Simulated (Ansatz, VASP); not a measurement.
## Al: VASP beside Ansatz

```
Al
1.0
     2.64251    0.00000    0.00000
    -1.32126    2.28848    0.00000
     0.00000    0.00000    5.29511
Al
2
Direct
  0.66667 0.33333 0.75000
  0.33333 0.66667 0.25000
```

Alike in both runs: task single point; functional r2SCAN; k mesh 30 × 30 × 14; occupations gaussian, width 0.15 eV; no spin polarisation.

|  | VASP | Ansatz |
| --- | --- | --- |
| version | VASP 6.6.1 | Ansatz 0.2.0 |
| potentials or method | VASP PAW PBE potentials, release 64 (Al), cutoff 520 eV | scalar-relativistic, plane waves, PAW |
| valence electrons in the cell | 6 | 6 |

|  | VASP | Ansatz | Ansatz less VASP |
| --- | --- | --- | --- |
| gap on the k mesh at the Fermi level (eV) | none | none | - |
| pressure (GPa) | 5.0 | 5.4 | +0.32 |
| traceless stress, the component that is largest in VASP (GPa) | -13.00 | -13.08 | -0.079 |

VASP's potentials were made for PBE, not for r2SCAN. A gap of «none» marks a metal or a gap that the smearing closes.
